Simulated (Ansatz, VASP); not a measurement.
**Ga2P3: VASP beside Ansatz**

File INCAR:

```
PREC = Accurate
ENCUT = 600
EDIFF = 1E-6
ISMEAR = 0
SIGMA = 0.1
LREAL = F
LASPH = T
NELM = 100
ALGO = Normal
ISIF = 3
LWAVE = F
LCHARG = F
GGA = PE
IBRION = 2
NSW = 90
EDIFFG = -0.04
```

The input KPOINTS:

```
regular mesh
0
Gamma
  6 6 4
```

The input POSCAR:

```
Ga2P3
1.0
    3.9795311220      0.0000000000      0.0000000000
   -1.9897655610      3.4463750468      0.0000000000
    0.0000000000      0.0000000000      6.1915040046
Ga P
2 3
Direct
    0.3333333333      0.6666666667      0.2450000000
    0.6666666667      0.3333333333      0.7550000000
    0.0000000000      0.0000000000      0.0000000000
    0.3333333333      0.6666666667      0.6450000000
    0.6666666667      0.3333333333      0.3550000000
```

Input for Ansatz:

```yaml
crystal:
  lattice:
    - [3.979531122, 0.0, 0.0]
    - [-1.989765561, 3.4463750468, 0.0]
    - [0.0, 0.0, 6.1915040046]
  atoms:
    - { symbol: Ga, position: [0.3333333333, 0.6666666667, 0.245] }
    - { symbol: Ga, position: [0.6666666667, 0.3333333333, 0.755] }
    - { symbol: P, position: [0.0, 0.0, 0.0] }
    - { symbol: P, position: [0.3333333333, 0.6666666667, 0.645] }
    - { symbol: P, position: [0.6666666667, 0.3333333333, 0.355] }
basis:
  ecutwfc: 420
kpoints:
  mp_grid: { grid: [6, 6, 4] }
hamiltonian:
  xc: pbe
scf:
  occupations: { method: gaussian, width: 0.1 }
  lower_state_search: "off"
output:
  forces: true
  stress: true
  eigenvalues: true
relax:
  adjacent_minimum: "off"
  f_tol: 0.04
  max_steps: 70
  cell: { stress_tol: 0.4 }
```

Alike in both runs: task relaxation of cell and atoms; functional PBE; k mesh 6 × 6 × 4; occupations gaussian, width 0.1 eV; no spin polarisation.

```csv
,VASP,Ansatz
version,VASP 6.6.1,Ansatz 0.2.0
potentials or method,"VASP PAW PBE potentials, release 64 (Ga_d, P), cutoff 600 eV","scalar-relativistic, plane waves, PAW"
valence electrons in the cell,41,41
```

|  | VASP | Ansatz | Ansatz less VASP |
| --- | --- | --- | --- |
| gap on the k mesh at the Fermi level, each at its own relaxed structure (eV) | none | none | - |
| relaxed volume (Å³/atom) | 18.59 | 18.57 | -0.024 |
| relaxed length of the cell vector where the two differ most in proportion (Å) | 3.598 | 3.595 | -0.0038 |

A gap of «none» marks a metal or a gap that the smearing closes.
